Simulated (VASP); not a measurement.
A run of VASP 6.6.1 is set up as follows.

The input INCAR:

```
PREC = Accurate ; ENCUT = 520
EDIFF = 1E-6 ; ISMEAR = 0
SIGMA = 0.15 ; LREAL = False
LASPH = True ; NELM = 80
ALGO = Normal ; ISIF = 2
LWAVE = False ; LCHARG = False
GGA = PS ; NBANDS = 12
```

File KPOINTS:

```
regular mesh
0
Gamma
  22 22 22
```

The input POSCAR:

```
Cu
1.0
    0.0000000000      1.7171250000      1.8526875000
    1.7171250000      0.0000000000      1.8526875000
    1.7171250000      1.7171250000      0.0000000000
Cu
1
Direct
    0.0000000000      0.0000000000      0.0000000000
```

Potentials or basis: VASP PAW PBE potentials, release 64 (Cu).

The run is started by

```console
$ cat potpaw_PBE.64/Cu/POTCAR > POTCAR
$ mpirun -np 1 vasp_std > vasp.out
```

Task: Estimate the pressure.

Result: 7.5 GPa.

Stress tensor (GPa, compression positive):
```
9.86 0.00 0.00
0.00 9.86 0.00
0.00 0.00 2.69
```

Caveat: the cell differs from its parent crystal (strain -0.050 along x and y, +0.025 along z); the PAW data sets were made with another functional, which shifts forces and pressure a little.
